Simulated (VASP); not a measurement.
# Al18Si in VASP: a series of runs, part 3 of 3

VASP 6.6.1. Earlier steps stand in the parts before.

## (5) Single point, PBE

File INCAR:

```
SYSTEM = Al18Si
PREC = Accurate
ENCUT = 520
EDIFF = 1E-6
ISMEAR = 0
SIGMA = 0.15
LREAL = Auto
LASPH = .True.
NELM = 100
ALGO = Normal
ISIF = 2
LWAVE = .False.
LCHARG = .False.
GGA = PE
NBANDS = 44
```

File KPOINTS:

```
Automatic mesh
0
Gamma
  3 2 1
  0 0 0
```

File POSCAR:

```
Al18Si
1.0
    5.7275650000      0.0000000000      0.0000000000
    4.2956740000      7.4403250000      0.0000000000
    0.0000000000      0.0000000000     16.6765370000
Al Si
18 1
Direct
    0.1666665958      0.1111111410      0.0599644878
    0.6666666831      0.1111111410      0.0599644878
    0.1666667458      0.4444444295      0.0599644878
    0.6666666585      0.4444444295      0.0599644878
    0.1666666204      0.7777778524      0.0599644878
    0.6666667077      0.7777778524      0.0599644878
   -0.1686597995      0.2170876944      0.1987296883
    0.3331885528      0.2187270045      0.2004949229
   -0.1629056483      0.5508103477      0.1992174394
    0.3412359079      0.5477147840      0.2012361439
   -0.1632838216      0.8852042081      0.1982256868
    0.3415259279      0.8818530105      0.2011078799
    0.0085352189     -0.0073508886      0.3440225630
    0.5024225470     -0.0055981426      0.3420279642
   -0.0141074462      0.3069509732      0.3358661933
    0.4854978555      0.3264087254      0.3456046060
    0.0147351056      0.6856930309      0.3358820839
    0.5297343192      0.6602331215      0.3467460900
    1.0659838843      0.4726899699      0.4406197162
```

Launch:

```
> cat potpaw_PBE.64/Al/POTCAR potpaw_PBE.64/Si/POTCAR > POTCAR
> mpirun -np 1 vasp_std > vasp.out
```

Run time: 5.4 min. Hardware: 1 thread of Intel Xeon Platinum 8259CL at 2.50GHz (Skylake/Cascade Lake), shared host; peak memory 0.73 GiB.

It converged, with:

```
Free energy            : -68.7022 eV
Largest force          : 0.133 eV/Å
Band gap on the k mesh : zero (bands 29 and 30 overlap by 0.70 eV)
```

Forces in eV/Å, atoms in the order of the input:
```
Al   0.021 -0.018 -0.031
Al  -0.055  0.003 -0.112
Al  -0.046 -0.001  0.040
Al  -0.019 -0.010  0.081
Al  -0.095  0.035  0.002
Al   0.109 -0.071  0.030
Al   0.000 -0.001 -0.003
Al   0.008  0.000  0.003
Al   0.006  0.000  0.000
Al   0.007 -0.003  0.001
Al   0.011  0.001 -0.002
Al   0.007 -0.002 -0.002
Al   0.008  0.002 -0.002
Al   0.017  0.003 -0.007
Al   0.015  0.009  0.017
Al  -0.012  0.007  0.014
Al   0.028  0.018 -0.017
Al   0.025  0.000  0.008
Si  -0.034  0.028 -0.020
```

Levels at points of the mesh, in eV from the Fermi level:
```
           k point  band 27  band 28  band 29  band 30  band 31  band 32
(0.00, 0.00, 0.00)    -0.41    -0.33    -0.09    -0.03     0.17     0.70
(0.00, 0.50, 0.00)    -0.69    -0.46    -0.28    -0.20    -0.14     0.69
```

Caveat: the k points lie up to 0.42 Å⁻¹ apart, too coarse for converged energies and pressures of a metal.

## (6) Single point, PBE

File INCAR:

```
SYSTEM = Al18Si
PREC = Accurate
ENCUT = 520
EDIFF = 1E-6
ISMEAR = 0
SIGMA = 0.15
LREAL = Auto
LASPH = .True.
NELM = 60
ALGO = Normal
ISIF = 2
LWAVE = .False.
LCHARG = .True.
GGA = PE
LELF = .True.
LVHAR = .True.
NBANDS = 44
```

File KPOINTS:

```
regular mesh
0
Gamma
  3 2 1
  0 0 0
```

File POSCAR:

```
Al18Si
1.0
    5.7275650000      0.0000000000      0.0000000000
    4.2956740000      7.4403250000      0.0000000000
    0.0000000000      0.0000000000     16.6765370000
Al Si
18 1
Direct
    0.1666665958      0.1111111410      0.0599644878
    0.6666666831      0.1111111410      0.0599644878
    0.1666667458      0.4444444295      0.0599644878
    0.6666666585      0.4444444295      0.0599644878
    0.1666666204      0.7777778524      0.0599644878
    0.6666667077      0.7777778524      0.0599644878
   -0.1695165241      0.2202769368      0.1984573896
    0.3305330071      0.2209664228      0.1993236366
   -0.1685533776      0.5543936589      0.1999060716
    0.3308022829      0.5538358875      0.1998476662
   -0.1688279726      0.8854778521      0.2007569677
    0.3322459568      0.8859496057      0.2006731973
    0.0053989089     -0.0105221210      0.3422903088
    0.4965952701     -0.0053103863      0.3438722920
   -0.0134002855      0.3213367696      0.3368380378
    0.5183765452      0.3209199867      0.3382396477
   -0.0130537181      0.6768805126      0.3415820683
    0.4969320080      0.6664473662      0.3425490556
    1.1692602950      0.4285729454      0.4430659675
```

Potentials or basis: VASP PAW PBE potentials, release 64 (Al, Si).

Launch:

```
> cat potpaw_PBE.64/Al/POTCAR potpaw_PBE.64/Si/POTCAR > POTCAR
> mpirun -np 1 vasp_std > vasp.out
```

OUTCAR:

```text
SYSTEM = Al18Si
   PREC = Accurate
   ENCUT = 520
   EDIFF = 1E-6
   ISMEAR = 0
   LREAL = Auto
   LASPH = .True.
   NELM = 60
   ISIF = 2
   GGA = PE

 ion  position               nearest neighbor table
   1  0.167  0.111  0.060-   8 2.84   7 2.85   2 2.86   4 2.86   5 2.86   3 2.86   6 2.86   2 2.86
                            12 2.88
   2  0.667  0.111  0.060-   7 2.82   8 2.86   1 2.86   4 2.86   3 2.86   5 2.86   6 2.86   1 2.86
                            11 2.89
   3  0.167  0.444  0.060-  10 2.84   8 2.86   4 2.86   2 2.86   1 2.86   5 2.86   6 2.86   4 2.86
                             9 2.87
   4  0.667  0.444  0.060-   7 2.85   9 2.85   3 2.86   2 2.86   1 2.86   5 2.86   3 2.86   6 2.86
                            10 2.87
   5  0.167  0.778  0.060-  12 2.85   6 2.86   2 2.86   1 2.86   3 2.86   4 2.86   6 2.86  10 2.87
                            11 2.88
   6  0.667  0.778  0.060-  11 2.85   5 2.86   2 2.86   1 2.86   3 2.86   5 2.86   4 2.86   9 2.87
                            12 2.87
   7  0.830  0.220  0.198-  15 2.77  16 2.80   2 2.82   1 2.85   4 2.85   8 2.86  10 2.86   8 2.87
                            12 2.87   9 2.87  11 2.87  13 2.95
   8  0.331  0.221  0.199-   1 2.84   3 2.86   2 2.86   7 2.86  10 2.86  15 2.86  16 2.86   9 2.86
                             7 2.87  12 2.87  11 2.87  14 2.94
[... 254 lines left out ...]
      5      -6.2081      2.00000
      6      -5.0719      2.00000
[... 165 lines left out ...]
     40       3.4776      0.00000
     41       3.9318      0.00000
 [bands above 41 left out]

------------------------ aborting loop because EDIFF is reached ----------------------------------------

  FORCE on cell =-STRESS in cart. coord.  units (eV):
  Direction    XX          YY          ZZ          XY          YZ          ZX
  --------------------------------------------------------------------------------------
  -------------------------------------------------------------------------------------
  Total       -3.3614224     -5.8013544     -0.1182860     -0.6296194      0.4597004      0.3049850
  in kB       -7.5781967    -13.0789288     -0.2666712     -1.4194526      1.0363768      0.6875768
  external PRESSURE =      -6.9745989 kB  Pullay stress =       0.0000000 kB

 VOLUME and BASIS-vectors are now :
 -----------------------------------------------------------------------------
  energy-cutoff  :      520.00
  volume of cell :      710.67
      direct lattice vectors                 reciprocal lattice vectors
     5.727565000  0.000000000  0.000000000     0.174594265 -0.100802054  0.000000000
     4.295674000  7.440325000  0.000000000     0.000000000  0.134402731  0.000000000
     0.000000000  0.000000000 16.676537000     0.000000000  0.000000000  0.059964488

 POSITION                                       TOTAL-FORCE (eV/Angst)
 -----------------------------------------------------------------------------------
      1.43189      0.82670      1.00000         0.088047     -0.081119     -0.058775
      4.29567      0.82670      1.00000        -0.126864      0.038680     -0.072144
      2.86378      3.30681      1.00000         0.028994     -0.031482      0.029573
      5.72757      3.30681      1.00000        -0.050693      0.008906      0.080973
      4.29567      5.78692      1.00000        -0.064259      0.022007     -0.007219
      7.15946      5.78692      1.00000         0.049921     -0.028779      0.044225
[... 11 lines left out ...]
      5.70905      4.95858      5.71253        -0.003558     -0.002414     -0.003418
      2.81046      3.18872      7.38881         0.004565      0.071971      0.005498
 -----------------------------------------------------------------------------------
    total drift:                               -0.000238      0.011197     -0.015262

  FREE ENERGIE OF THE ION-ELECTRON SYSTEM (eV)
  ---------------------------------------------------
  free  energy   TOTEN  =       -68.7005122407 eV

  energy  without entropy=      -68.6113249111  energy(sigma->0) =      -68.65591858
```

OSZICAR:

```text
N       E                     dE             d eps       ncg     rms          rms(c)
DAV:   1     0.166636462929E+03    0.16664E+03   -0.18103E+04   352   0.963E+02
DAV:   2    -0.580304321710E+02   -0.22467E+03   -0.21525E+03   452   0.155E+02
DAV:   3    -0.711436716436E+02   -0.13113E+02   -0.12619E+02   448   0.349E+01
[... 12 lines left out ...]
DAV:  16    -0.687000934139E+02   -0.11340E-02   -0.84321E-05   384   0.316E-02    0.864E-03
DAV:  17    -0.687004551212E+02   -0.36171E-03   -0.28658E-05   384   0.164E-02    0.367E-03
DAV:  18    -0.687005013956E+02   -0.46274E-04   -0.48972E-06   360   0.635E-03    0.138E-03
DAV:  19    -0.687005116988E+02   -0.10303E-04   -0.18307E-06   320   0.335E-03    0.608E-04
DAV:  20    -0.687005122407E+02   -0.54193E-06   -0.17845E-07   304   0.139E-03
   1 F= -.68700512E+02 E0= -.68655919E+02  d E =-.891873E-01
```

It took 4.8 min on 1 thread of Intel Xeon Platinum 8259CL at 2.50GHz (Skylake/Cascade Lake), shared host; peak memory 0.73 GiB.

What came out:

```
Free energy            : -68.7005 eV
Largest force          : 0.151 eV/Å
Band gap on the k mesh : zero (bands 29 and 30 overlap by 0.66 eV)
```

Forces on the atoms (eV/Å):
```
Al   0.088 -0.081 -0.059
Al  -0.127  0.039 -0.072
Al   0.029 -0.031  0.030
Al  -0.051  0.009  0.081
Al  -0.064  0.022 -0.007
Al   0.050 -0.029  0.044
Al  -0.003  0.001  0.007
Al   0.009  0.001  0.004
Al   0.002 -0.004 -0.002
Al   0.001 -0.009 -0.003
Al   0.005  0.000 -0.003
Al   0.004 -0.001 -0.005
Al   0.008  0.005 -0.006
Al   0.004 -0.008 -0.014
Al   0.025  0.004  0.026
Al   0.014 -0.017  0.000
Al   0.005  0.029 -0.023
Al  -0.004 -0.002 -0.003
Si   0.005  0.072  0.005
```

Caveat: the k points lie up to 0.42 Å⁻¹ apart, too coarse for converged energies and pressures of a metal.

## (7) Overview

| cell | gap on the mesh (eV) | largest force (eV/Å) |
| --- | --- | --- |
| as given, atomic positions A | none | 0.17 |
| as given, atomic positions B | none | 0.16 |
| as given, atomic positions C | none | 0.13 |
| as given, atomic positions D | none | 0.15 |

Alike in all rows: task single point; level PBE; potentials or basis VASP PAW PBE potentials, release 64 (Al, Si); no spin polarisation; k mesh 3 × 2 × 1; cutoff (eV) 520; smearing gaussian 0.15 eV.

Caveats: all runs use coarse meshes.

Absolute energies hang on the potentials; compare differences alone.
